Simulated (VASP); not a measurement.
# Cu3N (Pm-3m) in VASP: notebook

The runs below take Cu3N through relaxation of cell and atoms, single point, with PBE.

Everything below comes from runs of VASP 6.6.1. Logs are shortened: lines on timing, memory, paths and dates and some standing lists are left out, and cuts for length are marked.

## 1. The cell of the first run

Symmetry: Pm-3m, No. 221, cubic system. Conventional cell: a = 3.606 Å, b = 3.606 Å, c = 3.606 Å, α = 90.00°, β = 90.00°, γ = 90.00°. Within 2.4 Å of Cu (site symmetry 4/mmm) lie 2 N at 1.80 Å. N (site symmetry m-3m) has 6 Cu at 1.80 Å within 2.4 Å.

## 2. Relaxation of cell and atoms, PBE, target pressure 30 GPa, at which the enthalpy is minimised

File INCAR:

```
PREC     = Accurate       # precision mode
ENCUT    = 600            # plane-wave cutoff, eV
EDIFF    = 1E-7           # SCF threshold, eV
ISMEAR   = 0              # smearing method
SIGMA    = 0.1            # smearing width, eV
LREAL    = False          # projectors in reciprocal space
LASPH    = True           # aspherical terms in the spheres
NELM     = 120            # most SCF steps
ALGO     = Normal         # electronic algorithm
ISIF     = 3              # what is computed and relaxed
LWAVE    = False          # write WAVECAR
LCHARG   = False          # write CHGCAR
GGA      = PE             # functional
IBRION   = 2              # ionic algorithm
NSW      = 70             # ionic steps
EDIFFG   = -0.008         # ionic threshold
PSTRESS  = 300.0        
GGA_COMPAT= False        
NELMIN   = 4
```

File KPOINTS:

```
Automatic mesh
0
Gamma
  12 12 12
```

File POSCAR:

```
Cu3N
1.0
    3.6055094594      0.0000000000      0.0000000000
    0.0000000000      3.6055094594      0.0000000000
    0.0000000000      0.0000000000      3.6055094594
Cu N
3 1
Direct
    0.5000000000      0.0000000000      0.0000000000
    0.0000000000      0.5000000000      0.0000000000
    0.0000000000      0.0000000000      0.5000000000
    0.0000000000      0.0000000000      0.0000000000
```

Potentials or basis: VASP PAW PBE potentials, release 64 (Cu, N).

The run is started by

```
> cat potpaw_PBE.64/Cu/POTCAR potpaw_PBE.64/N/POTCAR > POTCAR
> mpirun -np 1 vasp_std > vasp.out
```

OUTCAR:

```text
PREC = Accurate
   ENCUT = 600
   EDIFF = 1E-7
   ISMEAR = 0
   LREAL = False
   LASPH = True
   NELM = 120
   ISIF = 3
   GGA = PE
   IBRION = 2
   NSW = 70
   EDIFFG = -0.008
   PSTRESS = 300.0
   NELMIN = 4

 ion  position               nearest neighbor table
   1  0.500  0.000  0.000-   4 1.80   4 1.80   2 2.55   3 2.55   2 2.55   2 2.55   3 2.55   3 2.55
                             3 2.55   2 2.55
   2  0.000  0.500  0.000-   4 1.80   4 1.80   1 2.55   3 2.55   1 2.55   3 2.55   3 2.55   3 2.55
                             1 2.55   1 2.55
   3  0.000  0.000  0.500-   4 1.80   4 1.80   1 2.55   1 2.55   2 2.55   2 2.55   2 2.55   2 2.55
                             1 2.55   1 2.55
   4  0.000  0.000  0.000-   1 1.80   2 1.80   3 1.80   3 1.80   2 1.80   1 1.80

  LATTYP: Found a simple cubic cell.
 ALAT       =     3.6055094594

  Lattice vectors:

 A1 = (   3.6055094594,   0.0000000000,   0.0000000000)
 A2 = (   0.0000000000,   3.6055094594,   0.0000000000)
 A3 = (   0.0000000000,   0.0000000000,   3.6055094594)

Analysis of symmetry for initial positions (statically):
=====================================================================
 Subroutine PRICEL returns:
 Original cell was already a primitive cell.

 Routine SETGRP: Setting up the symmetry group for a
 simple cubic supercell.

 Subroutine GETGRP returns: Found 48 space group operations
 (whereof 48 operations were pure point group operations)
 out of a pool of 48 trial point group operations.

The static configuration has the point symmetry O_h .

Analysis of symmetry for dynamics (positions and initial velocities):
=====================================================================
 Subroutine PRICEL returns:
 Original cell was already a primitive cell.

 Routine SETGRP: Setting up the symmetry group for a
 simple cubic supercell.

 Subroutine GETGRP returns: Found 48 space group operations
 (whereof 48 operations were pure point group operations)
 out of a pool of 48 trial point group operations.

The dynamic configuration has the point symmetry O_h .

 Subroutine INISYM returns: Found 48 space group operations
 (whereof 48 operations are pure point group operations),
 and found     1 'primitive' translations

----------------------------------------------------------------------------------------

                                     Primitive cell

  volume of cell :      46.8705

  direct lattice vectors                    reciprocal lattice vectors
     3.605509459  0.000000000  0.000000000     0.277353315  0.000000000  0.000000000
     0.000000000  3.605509459  0.000000000     0.000000000  0.277353315  0.000000000
     0.000000000  0.000000000  3.605509459     0.000000000  0.000000000  0.277353315

  length of vectors
     3.605509459  3.605509459  3.605509459     0.277353315  0.277353315  0.277353315

  position of ions in fractional coordinates (direct lattice)
     0.500000000  0.000000000  0.000000000
     0.000000000  0.500000000  0.000000000
     0.000000000  0.000000000  0.500000000
     0.000000000  0.000000000  0.000000000

  ion indices of the primitive-cell ions
   primitive index   ion index
                 1           1
                 2           2
                 3           3
                 4           4

----------------------------------------------------------------------------------------

 KPOINTS: Automatic mesh

Automatic generation of k-mesh.
 Grid dimensions read from file:
 generate k-points for:   12   12   12

 Generating k-lattice:

  Cartesian coordinates                     Fractional coordinates (reciprocal lattice)
     0.023112776  0.000000000  0.000000000     0.083333333  0.000000000  0.000000000
     0.000000000  0.023112776  0.000000000     0.000000000  0.083333333  0.000000000
     0.000000000  0.000000000  0.023112776     0.000000000  0.000000000  0.083333333

  Length of vectors
     0.023112776  0.023112776  0.023112776

  Shift w.r.t. Gamma in fractional coordinates (k-lattice)
     0.000000000  0.000000000  0.000000000

 Subroutine IBZKPT returns following result:
 ===========================================

 Found     84 irreducible k-points:

 Following reciprocal coordinates:
            Coordinates               Weight
  0.000000  0.000000  0.000000      1.000000
  0.083333  0.000000  0.000000      6.000000
  0.166667  0.000000  0.000000      6.000000
  0.250000  0.000000  0.000000      6.000000
  0.333333  0.000000  0.000000      6.000000
  0.416667  0.000000  0.000000      6.000000
[... 16 lines left out ...]
  0.333333  0.333333  0.000000     12.000000
  0.416667  0.333333  0.000000     24.000000
 [... further k-points ...]
   k-points           NKPTS =     84   k-points in BZ     NKDIM =     84   number of bands    NBANDS=     23
   number of dos      NEDOS =    301   number of ions     NIONS =      4
   total plane-waves  NPLWV =  27000
   dimension x,y,z NGX =    30 NGY =   30 NGZ =   30
   dimension x,y,z NGXF=    60 NGYF=   60 NGZF=   60
   ions per type =               3   1
   NGX,Y,Z   is equivalent  to a cutoff of  13.83, 13.83, 13.83 a.u.
   NGXF,Y,Z  is equivalent  to a cutoff of  27.67, 27.67, 27.67 a.u.
 SYSTEM =  unknown system
   PREC   = accura    normal or accurate (medium, high low for compatibility)
   ISTART =      0    job   : 0-new  1-cont  2-samecut
   ICHARG =      2    charge: 1-file 2-atom 10-const
   ISPIN  =      1    spin polarized calculation?
   LNONCOLLINEAR =      F non collinear calculations
   LSORBIT =      F    spin-orbit coupling
   LASPH  =      T    aspherical Exc in radial PAW
   ENCUT  =  600.0 eV  44.10 Ry    6.64 a.u.   7.20  7.20  7.20*2*pi/ulx,y,z
   NELM   =    120;   NELMIN=  4; NELMDL= -5     # of ELM steps
   EDIFF  = 0.1E-06   stopping-criterion for ELM
   LREAL  =      F    real-space projection
   EDIFFG = -.8E-02   stopping-criterion for IOM
   NSW    =     70    number of steps for IOM
   IBRION =      2    ionic relax: 0-MD 1-quasi-New 2-CG
   NFREE  =      1    steps in history (QN), initial steepest desc. (CG)
   ISIF   =      3    stress and relaxation
   ISYM   =      2    0-nonsym 1-usesym 2-fastsym
   POTIM  = 0.5000    time-step for ionic-motion
   TEBEG  =    0.0;   TEEND  =   0.0 temperature during run
   PSTRESS=  300.0 pullay stress
   NELECT =      38.0000    total number of electrons
   NUPDOWN=      -1.0000    fix difference up-down
   EMIN   =  10.00;   EMAX   =-10.00  energy-range for DOS
   EFERMI =   0.00;   METHOD = LEGACY
   ISMEAR =     0;   SIGMA  =   0.10  broadening in eV -4-tet -1-fermi 0-gaus
   EFERMI_NEDOS =   21; number of points for ismear=-14 and -15
   IALGO  =     38    algorithm
   IMIX   =      4    mixing-type and parameters
     AMIX     =   0.40;   BMIX     =  1.00
     AMIX_MAG =   1.60;   BMIX_MAG =  1.00
  volume/ion in A,a.u.               =      11.72        79.07
  Fermi-wavevector in a.u.,A,eV,Ry     =   1.526521  2.884706 31.705190  2.330266
  Thomas-Fermi vector in A             =   2.634543
   LORBIT       =      0    0 simple, 1 ext, 2 COOP (PROOUT), +10 PAW based schemes
   GGA     = PE    functional components
   LHFCALC =     F    Hartree Fock is set to
   AEXX    =    0.0000 exact exchange contribution
   IVDW    =     0    specifies the selected vdW correction
   LEPSILON=     F    determine dielectric tensor
   LRPA    =     F    only Hartree local field effects (RPA)
 conjugate gradient relaxation of ions
 non-spin polarized calculation
 Gauss-broadening in eV      SIGMA  =   0.10
  energy-cutoff  :      600.00
  volume of cell :       46.87
 maximum number of plane-waves:      1596
 NGX is ok and might be reduce to    30
   NGX = 15   NGY = 15   NGZ = 15

--------------------------------------- Ionic step        1  -------------------------------------------

 number of electron      37.9999978 magnetization

 Free energy of the ion-electron system (eV)
  ---------------------------------------------------
  ext. energy  EPLUGINS =         0.00000000
  ---------------------------------------------------
  free energy    TOTEN  =       -17.58411047 eV

  energy without entropy =      -17.58270380  energy(sigma->0) =      -17.58340713

------------------------ aborting loop because EDIFF is reached ----------------------------------------

  FORCE on cell =-STRESS in cart. coord.  units (eV):
  Direction    XX          YY          ZZ          XY          YZ          ZX
  --------------------------------------------------------------------------------------
  -------------------------------------------------------------------------------------
  Total        9.4345557      9.4345557      9.4345557      0.0000000     -0.0000000      0.0000000
  in kB      322.5017800    322.5017800    322.5017800      0.0000000     -0.0000000      0.0000000
  external PRESSURE =      22.5017800 kB  Pullay stress =     300.0000000 kB
[... 65 lines left out ...]
  enthalpy is  TOTEN    =        -8.8037676787 eV   P V=        8.9869766514

--------------------------------------- Ionic step        3  -------------------------------------------

 number of electron      37.9999980 magnetization

 Free energy of the ion-electron system (eV)
  ---------------------------------------------------
  ext. energy  EPLUGINS =         0.00000000
  ---------------------------------------------------
  free energy    TOTEN  =       -17.67067258 eV

  energy without entropy =      -17.66927226  energy(sigma->0) =      -17.66997242

 E-fermi :   6.7396     XC(G=0): -11.6488

 val. band max:        6.7145925051   @ k =   0.5000   0.5000   0.2500
 cond. band min:       6.7702755626   @ k =   0.5000   0.4167   0.4167
 fundamental gap:      0.0556830575
 Fermi energy:         6.7395621191

 k-point     1 :       0.0000    0.0000    0.0000
  band No.  band energies     occupation
      1     -11.6448      2.00000
      2       0.3987      2.00000
      3       1.0346      2.00000
      4       1.0346      2.00000
      5       1.0346      2.00000
      6       1.9094      2.00000
[... 613 lines left out ...]
     22      11.8475      0.00000
     23      12.8570      0.00000

 [... further k-points ...]
[... 5 lines left out ...]
  --------------------------------------------------------------------------------------
  -------------------------------------------------------------------------------------
  Total        8.8578506      8.8578506      8.8578506     -0.0000000     -0.0000000      0.0000000
  in kB      299.9385306    299.9385306    299.9385306     -0.0000000     -0.0000000      0.0000000
  external PRESSURE =      -0.0614694 kB  Pullay stress =     300.0000000 kB
[... 19 lines left out ...]
  FREE ENERGIE OF THE ION-ELECTRON SYSTEM (eV)
  ---------------------------------------------------
  free  energy   TOTEN  =       -17.6706725826 eV

  energy  without entropy=      -17.6692722628  energy(sigma->0) =      -17.66997242

  enthalpy is  TOTEN    =        -8.8110066658 eV   P V=        8.8596659168

 reached required accuracy - stopping structural energy minimisation
```

It took 4.5 min on 1 thread of Intel Xeon Platinum 8259CL at 2.50GHz (Skylake/Cascade Lake), shared host; peak memory 0.24 GiB.

Results:

```yaml
Free_energy: -17.6707 eV
Relaxed_volume: 11.83 Å³/atom
Relaxed_cell: a = 3.617 Å, b = 3.617 Å, c = 3.617 Å, α = 90.00°, β = 90.00°, γ = 90.00°
Space_group_after_relaxing_to_0.05_Å: Pm-3m (No. 221)
Energy_change_on_relaxing_the_enthalpy_is_what_falls: -21.6 meV/atom
Ionic_steps: 3
Pressure_after_relaxing: 30.0 GPa
Band_gap_on_the_k_mesh: zero (band 19 reaches 6.82 eV, above the bottom of band 20 at 6.48 eV)
```

Step by step:
```
step  energy change (eV)  largest force (eV/Å)  pressure (GPa)  volume (Å³)
   1              0.0000                0.0000           32.25        46.87
   2             -0.2066                0.0000           26.66        48.00
   3             -0.0866                0.0000           29.99        47.32
```

Final structure:
```cif
data_structure
_symmetry_space_group_name_H-M 'P 1'
_symmetry_Int_Tables_number 1
_cell_length_a 3.6169
_cell_length_b 3.6169
_cell_length_c 3.6169
_cell_angle_alpha 90.000
_cell_angle_beta 90.000
_cell_angle_gamma 90.000
_cell_volume 47.32
loop_
_atom_site_label
_atom_site_type_symbol
_atom_site_fract_x
_atom_site_fract_y
_atom_site_fract_z
_atom_site_occupancy
Cu1 Cu 0.50000 0.00000 0.00000 1
Cu2 Cu 0.00000 0.50000 0.00000 1
Cu3 Cu 0.00000 0.00000 0.50000 1
N1 N 0.00000 0.00000 0.00000 1
```

Caveat: the cell is relaxed towards a set pressure, so the enthalpy falls and the energy may rise. PBE usually gives volumes a little too large and moduli too small.

[end of part 1 of 3]
